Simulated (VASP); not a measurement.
# GaB (P4/mmm) in VASP: notebook

Runs on GaB. Level: PBE. Tasks: single point.

Everything below comes from runs of VASP 6.6.1. Logs are shortened: lines on timing, memory, paths and dates and some standing lists are left out, and cuts for length are marked.

### 1 The cell of the first run

It takes space group P4/mmm (No. 123, tetragonal). The conventional cell has a = 2.718 Å, b = 2.718 Å, c = 3.236 Å, α = 90.00°, β = 90.00°, γ = 90.00°. Ga (site symmetry 4/mmm) has 8 B at 2.51 Å and 6 Ga at 2.72 to 3.24 Å within 3.3 Å. B (site symmetry 4/mmm) has 8 Ga at 2.51 Å and 6 B at 2.72 to 3.24 Å within 3.3 Å.

### 2 Single point, PBE

The input, INCAR:

```
SYSTEM = GaB
PREC = Accurate
ENCUT = 520
EDIFF = 1E-6
ISMEAR = -1
SIGMA = 0.05
LREAL = .False.
LASPH = .True.
NELM = 100
ALGO = Normal
ISIF = 2
LWAVE = .False.
LCHARG = .False.
GGA = PE
NBANDS = 15
```

The input, KPOINTS:

```
regular mesh
0
Gamma
  8 8 7
  0 0 0
```

The input, POSCAR:

```
GaB
1.0
    2.7182400000      0.0000000000      0.0000000000
    0.0000000000      2.7182400000      0.0000000000
    0.0000000000      0.0000000000      3.2362100000
Ga B
1 1
Direct
    0.5000000000      0.5000000000      0.5000000000
    0.0000000000      0.0000000000      0.0000000000
```

Potentials or basis: VASP PAW PBE potentials, release 64 (Ga_d, B).

Command:

```sh
$ cat potpaw_PBE.64/Ga_d/POTCAR potpaw_PBE.64/B/POTCAR > POTCAR
$ mpirun -np 1 vasp_std > vasp.out
```

OUTCAR:

```text
SYSTEM = GaB
   PREC = Accurate
   ENCUT = 520
   EDIFF = 1E-6
   ISMEAR = -1
   LREAL = .False.
   LASPH = .True.
   NELM = 100
   ISIF = 2
   GGA = PE

 ion  position               nearest neighbor table
   1  0.500  0.500  0.500-   2 2.51   2 2.51   2 2.51   2 2.51   2 2.51   2 2.51   2 2.51   2 2.51

   2  0.000  0.000  0.000-   1 2.51   1 2.51   1 2.51   1 2.51   1 2.51   1 2.51   1 2.51   1 2.51

  LATTYP: Found a simple tetragonal cell.
 ALAT       =     2.7182400000
 C/A-ratio  =     1.1905534463

  Lattice vectors:

 A1 = (   2.7182400000,   0.0000000000,   0.0000000000)
 A2 = (   0.0000000000,   2.7182400000,   0.0000000000)
 A3 = (   0.0000000000,   0.0000000000,   3.2362100000)

Analysis of symmetry for initial positions (statically):
=====================================================================
 Subroutine PRICEL returns:
 Original cell was already a primitive cell.

 Routine SETGRP: Setting up the symmetry group for a
 simple tetragonal supercell.

 Subroutine GETGRP returns: Found 16 space group operations
 (whereof 16 operations were pure point group operations)
 out of a pool of 16 trial point group operations.

The static configuration has the point symmetry D_4h.

Analysis of symmetry for dynamics (positions and initial velocities):
=====================================================================
 Subroutine PRICEL returns:
 Original cell was already a primitive cell.

 Routine SETGRP: Setting up the symmetry group for a
 simple tetragonal supercell.

 Subroutine GETGRP returns: Found 16 space group operations
 (whereof 16 operations were pure point group operations)
 out of a pool of 16 trial point group operations.

The dynamic configuration has the point symmetry D_4h.

 Subroutine INISYM returns: Found 16 space group operations
 (whereof 16 operations are pure point group operations),
 and found     1 'primitive' translations

----------------------------------------------------------------------------------------

                                     Primitive cell

  volume of cell :      23.9118

  direct lattice vectors                    reciprocal lattice vectors
     2.718240000  0.000000000  0.000000000     0.367885102  0.000000000  0.000000000
     0.000000000  2.718240000  0.000000000     0.000000000  0.367885102  0.000000000
     0.000000000  0.000000000  3.236210000     0.000000000  0.000000000  0.309003433

  length of vectors
     2.718240000  2.718240000  3.236210000     0.367885102  0.367885102  0.309003433

  position of ions in fractional coordinates (direct lattice)
     0.500000000  0.500000000  0.500000000
     0.000000000  0.000000000  0.000000000

  ion indices of the primitive-cell ions
   primitive index   ion index
                 1           1
                 2           2

----------------------------------------------------------------------------------------

 KPOINTS: regular mesh

Automatic generation of k-mesh.
 Grid dimensions read from file:
 generate k-points for:    8    8    7

 Generating k-lattice:

  Cartesian coordinates                     Fractional coordinates (reciprocal lattice)
     0.045985638  0.000000000  0.000000000     0.125000000  0.000000000  0.000000000
     0.000000000  0.045985638  0.000000000     0.000000000  0.125000000  0.000000000
     0.000000000  0.000000000  0.044143348     0.000000000  0.000000000  0.142857143

  Length of vectors
     0.045985638  0.045985638  0.044143348

  Shift w.r.t. Gamma in fractional coordinates (k-lattice)
     0.000000000  0.000000000  0.000000000

 Subroutine IBZKPT returns following result:
 ===========================================

 Found     60 irreducible k-points:

 Following reciprocal coordinates:
            Coordinates               Weight
  0.000000  0.000000  0.000000      1.000000
  0.125000  0.000000  0.000000      4.000000
  0.250000  0.000000  0.000000      4.000000
  0.375000  0.000000  0.000000      4.000000
  0.500000  0.000000  0.000000      2.000000
  0.125000  0.125000  0.000000      4.000000
[... 16 lines left out ...]
  0.375000  0.125000  0.142857     16.000000
  0.500000  0.125000  0.142857      8.000000
 [... further k-points ...]
   k-points           NKPTS =     60   k-points in BZ     NKDIM =     60   number of bands    NBANDS=     15
   number of dos      NEDOS =    301   number of ions     NIONS =      2
   total plane-waves  NPLWV =   9600
   dimension x,y,z NGX =    20 NGY =   20 NGZ =   24
   dimension x,y,z NGXF=    40 NGYF=   40 NGZF=   48
   ions per type =               1   1
   NGX,Y,Z   is equivalent  to a cutoff of  12.23, 12.23, 12.33 a.u.
   NGXF,Y,Z  is equivalent  to a cutoff of  24.46, 24.46, 24.66 a.u.
 SYSTEM =  GaB
   PREC   = accura    normal or accurate (medium, high low for compatibility)
   ISTART =      0    job   : 0-new  1-cont  2-samecut
   ICHARG =      2    charge: 1-file 2-atom 10-const
   ISPIN  =      1    spin polarized calculation?
   LNONCOLLINEAR =      F non collinear calculations
   LSORBIT =      F    spin-orbit coupling
   LASPH  =      T    aspherical Exc in radial PAW
   ENCUT  =  520.0 eV  38.22 Ry    6.18 a.u.   5.05  5.05  6.02*2*pi/ulx,y,z
   NELM   =    100;   NELMIN=  2; NELMDL= -5     # of ELM steps
   EDIFF  = 0.1E-05   stopping-criterion for ELM
   LREAL  =      F    real-space projection
   EDIFFG = 0.1E-04   stopping-criterion for IOM
   NSW    =      0    number of steps for IOM
   IBRION =     -1    ionic relax: 0-MD 1-quasi-New 2-CG
   NFREE  =      0    steps in history (QN), initial steepest desc. (CG)
   ISIF   =      2    stress and relaxation
   ISYM   =      2    0-nonsym 1-usesym 2-fastsym
   POTIM  = 0.5000    time-step for ionic-motion
   TEBEG  =    0.0;   TEEND  =   0.0 temperature during run
   PSTRESS=    0.0 pullay stress
   NELECT =      16.0000    total number of electrons
   NUPDOWN=      -1.0000    fix difference up-down
   EMIN   =  10.00;   EMAX   =-10.00  energy-range for DOS
   EFERMI =   0.00;   METHOD = LEGACY
   ISMEAR =    -1;   SIGMA  =   0.05  broadening in eV -4-tet -1-fermi 0-gaus
   EFERMI_NEDOS =   21; number of points for ismear=-14 and -15
   IALGO  =     38    algorithm
   IMIX   =      4    mixing-type and parameters
     AMIX     =   0.40;   BMIX     =  1.00
     AMIX_MAG =   1.60;   BMIX_MAG =  1.00
  volume/ion in A,a.u.               =      11.96        80.68
  Fermi-wavevector in a.u.,A,eV,Ry     =   1.431894  2.705886 27.896285  2.050319
  Thomas-Fermi vector in A             =   2.551580
   LORBIT       =      0    0 simple, 1 ext, 2 COOP (PROOUT), +10 PAW based schemes
   GGA     = PE    functional components
   LHFCALC =     F    Hartree Fock is set to
   AEXX    =    0.0000 exact exchange contribution
   IVDW    =     0    specifies the selected vdW correction
   LEPSILON=     F    determine dielectric tensor
   LRPA    =     F    only Hartree local field effects (RPA)
 non-spin polarized calculation
  energy-cutoff  :      520.00
  volume of cell :       23.91
 maximum number of plane-waves:       660
   NGX = 11   NGY = 11   NGZ = 13

 number of electron      16.0000024 magnetization

 Free energy of the ion-electron system (eV)
  ---------------------------------------------------
  ext. energy  EPLUGINS =         0.00000000
  ---------------------------------------------------
  free energy    TOTEN  =        -7.15668419 eV

  energy without entropy =       -7.14899749  energy(sigma->0) =       -7.15284084

 E-fermi :   6.8573     XC(G=0): -11.8989

 val. band max:        6.8364470177   @ k =   0.3750   0.2500   0.4286
 cond. band min:       6.9500139136   @ k =   0.5000   0.3750   0.4286
 fundamental gap:      0.1135668959
 Fermi energy:         6.8572852888

 k-point     1 :       0.0000    0.0000    0.0000
  band No.  band energies     occupation
      1      -8.4025      2.00000
      2      -8.2456      2.00000
      3      -7.9329      2.00000
      4      -7.9329      2.00000
      5      -7.8873      2.00000
      6      -6.4389      2.00000
      7       5.2204      2.00000
      8       8.7882      0.00000
      9       9.5789      0.00000
     10       9.5789      0.00000
     11      16.0480      0.00000
     12      16.4573      0.00000
     13      20.1237      0.00000
     14      21.2974      0.00000
     15      21.2974      0.00000

 k-point     2 :       0.1250    0.0000    0.0000
  band No.  band energies     occupation
      1      -8.3675      2.00000
      2      -8.2182      2.00000
      3      -7.9667      2.00000
      4      -7.9301      2.00000
      5      -7.9111      2.00000
      6      -6.1381      2.00000
      7       5.5419      2.00000
      8       7.4811      0.00001
      9       9.1481      0.00000
     10       9.8336      0.00000
     11      16.4240      0.00000
     12      17.5646      0.00000
     13      19.0617      0.00000
     14      21.1146      0.00000
     15      21.3442      0.00000

 k-point     3 :       0.2500    0.0000    0.0000
  band No.  band energies     occupation
      1      -8.3137      2.00000
      2      -8.1324      2.00000
      3      -8.0466      2.00000
      4      -7.9679      2.00000
      5      -7.9233      2.00000
      6      -5.2200      2.00000
      7       4.2445      2.00000
      8       6.4661      1.99920
      9       9.7618      0.00000
     10      10.5380      0.00000
     11      16.4703      0.00000
     12      16.5466      0.00000
     13      17.2563      0.00000
     14      20.3035      0.00000
     15      24.0843      0.00000
[... 343 lines left out ...]
 k-point    23 :       0.3750    0.1250    0.1429
  band No.  band energies     occupation
      1      -8.2124      2.00000
      2      -8.1463      2.00000
      3      -8.0705      2.00000
      4      -7.9980      2.00000
      5      -7.9514      2.00000
      6      -3.0905      2.00000
      7       1.7045      2.00000
      8       6.1328      2.00000
      9       9.8905      0.00000
     10      10.8161      0.00000
     11      13.6345      0.00000
     12      15.4382      0.00000
     13      17.4846      0.00000
     14      21.1267      0.00000
     15      23.4712      0.00000

 k-point    24 :       0.5000    0.1250    0.1429
  band No.  band energies     occupation
      1      -8.2010      2.00000
      2      -8.1786      2.00000
      3      -8.0964      2.00000
      4      -7.9615      2.00000
      5      -7.9387      2.00000
      6      -1.1227      2.00000
      7      -0.7944      2.00000
      8       7.3879      0.00005
      9       9.2097      0.00000
     10      10.6461      0.00000
     11      14.1062      0.00000
     12      14.2422      0.00000
     13      17.2252      0.00000
     14      21.1288      0.00000
     15      23.9554      0.00000

 [... further k-points ...]
[... 5 lines left out ...]
  --------------------------------------------------------------------------------------
  -------------------------------------------------------------------------------------
  Total       -0.0091605     -0.0091605      0.2977742      0.0000000      0.0000000      0.0000000
  in kB       -0.6137898     -0.6137898     19.9519524      0.0000000      0.0000000      0.0000000
  external PRESSURE =       6.2414576 kB  Pullay stress =       0.0000000 kB

 VOLUME and BASIS-vectors are now :
 -----------------------------------------------------------------------------
  energy-cutoff  :      520.00
  volume of cell :       23.91
      direct lattice vectors                 reciprocal lattice vectors
     2.718240000  0.000000000  0.000000000     0.367885102  0.000000000  0.000000000
     0.000000000  2.718240000  0.000000000     0.000000000  0.367885102  0.000000000
     0.000000000  0.000000000  3.236210000     0.000000000  0.000000000  0.309003433

 POSITION                                       TOTAL-FORCE (eV/Angst)
 -----------------------------------------------------------------------------------
      1.35912      1.35912      1.61810         0.000000      0.000000      0.000000
      0.00000      0.00000      0.00000         0.000000      0.000000      0.000000
 -----------------------------------------------------------------------------------
    total drift:                               -0.000000      0.000000      0.000000

  FREE ENERGIE OF THE ION-ELECTRON SYSTEM (eV)
  ---------------------------------------------------
  free  energy   TOTEN  =        -7.1566841937 eV

  energy  without entropy=       -7.1489974881  energy(sigma->0) =       -7.15284084
```

Wall time 22 s (1 thread of Intel Xeon 8259CL, shared host); peak memory 0.14 GiB.

What came out:

* Free energy: -7.1567 eV
* Pressure: 0.6 GPa
* Band gap on the k mesh: zero (bands 8 and 9 overlap by 7.74 eV)

### 3 Single point, PBE

This run uses another cell than the first one, of 12.08 Å³/atom.

The input, INCAR:

```
SYSTEM = GaB
PREC = Accurate ; ENCUT = 520
EDIFF = 1E-6 ; ISMEAR = -1
SIGMA = 0.05 ; LREAL = .FALSE.
LASPH = .TRUE. ; NELM = 60
ALGO = Normal ; ISIF = 2
LWAVE = .FALSE. ; LCHARG = .FALSE.
GGA = PE ; NBANDS = 15
```

The input, KPOINTS:

```
Automatic mesh
0
G
  8 8 7
  0 0 0
```

POSCAR, as its differences from that of step 2:

```diff
@@ -4,3 +4,3 @@
     0.0000000000      2.7182400000      0.0000000000
-    0.0000000000      0.0000000000      3.2362100000
+    0.0000000000      0.0000000000      3.2685721000
 Ga B
```

Potentials or basis: VASP PAW PBE potentials, release 64 (Ga_d, B).

Command:

```sh
$ cat potpaw_PBE.64/Ga_d/POTCAR potpaw_PBE.64/B/POTCAR > POTCAR
$ mpirun -np 1 vasp_std > vasp.out
```

Run time: 24 s. Hardware: 1 thread of Intel Xeon 8259CL, shared host; peak memory 0.14 GiB.

Results (log left out):

```yaml
Free_energy: -7.1585 eV
Pressure: -0.6 GPa
Band_gap_on_the_k_mesh: zero (bands 8 and 9 overlap by 7.80 eV)
```

Stress tensor (GPa, compression positive):
```
-1.03  0.00  0.00
 0.00 -1.03  0.00
 0.00  0.00  0.27
```

Levels at points of the mesh, in eV from the Fermi level:
| k point | band 5 | band 6 | band 7 | band 8 | band 9 | band 10 | band 11 | band 12 |
| --- | --- | --- | --- | --- | --- | --- | --- | --- |
| (0.00, 0.00, 0.00) | -14.75 | -13.21 | -1.75 | 1.67 | 2.80 | 2.80 | 9.27 | 9.66 |
| (0.50, 0.00, 0.00) | -14.78 | -8.51 | -8.12 | 1.84 | 5.13 | 5.33 | 5.33 | 5.46 |
| (0.50, 0.50, 0.00) | -14.60 | -4.35 | -4.35 | -3.46 | -1.84 | 3.23 | 7.51 | 7.51 |

### 4 Single point, PBE

This run uses another cell than the first one, of 12.20 Å³/atom.

The input, INCAR:

```
SYSTEM = GaB
  PREC = Accurate
  ENCUT = 520
  EDIFF = 1E-6
  ISMEAR = -1
  SIGMA = 0.05
  LREAL = .False.
  LASPH = .True.
  NELM = 80
  ALGO = Normal
  ISIF = 2
  LWAVE = .False.
  LCHARG = .False.
  GGA = PE
  NBANDS = 15
```

The input, KPOINTS:

```
regular mesh
0
Gamma
  8 8 7
  0 0 0
```

POSCAR, as its differences from that of step 3:

```diff
@@ -4,3 +4,3 @@
     0.0000000000      2.7182400000      0.0000000000
-    0.0000000000      0.0000000000      3.2685721000
+    0.0000000000      0.0000000000      3.3009342000
 Ga B
```

Command:

```sh
$ cat potpaw_PBE.64/Ga_d/POTCAR potpaw_PBE.64/B/POTCAR > POTCAR
$ mpirun -np 1 vasp_std > vasp.out
```

Wall time 28 s (1 thread of Intel Xeon 8259CL, shared host); peak memory 0.15 GiB.

Results (log left out):

```
Free energy            : -7.1576 eV
Pressure               : -1.8 GPa
Band gap on the k mesh : zero (bands 8 and 9 overlap by 7.84 eV)
```

Stress tensor (GPa, compression positive):
```
-1.81  0.00  0.00
 0.00 -1.81  0.00
 0.00  0.00 -1.66
```

Levels at points of the mesh, in eV from the Fermi level:
| k point | band 4 | band 5 | band 6 | band 7 | band 8 | band 9 | band 10 | band 11 | band 12 | band 13 |
| --- | --- | --- | --- | --- | --- | --- | --- | --- | --- | --- |
| (0.00, 0.00, 0.00) | -14.80 | -14.75 | -13.14 | -1.87 | 1.42 | 2.86 | 2.86 | 9.34 | 9.72 | 12.96 |
| (0.50, 0.00, 0.00) | -14.85 | -14.78 | -8.44 | -8.05 | 1.74 | 5.10 | 5.11 | 5.16 | 5.29 | 11.51 |
| (0.50, 0.50, 0.00) | -14.85 | -14.61 | -4.27 | -4.27 | -3.42 | -1.77 | 3.16 | 7.32 | 7.32 | 9.62 |

[end of part 1 of 2]
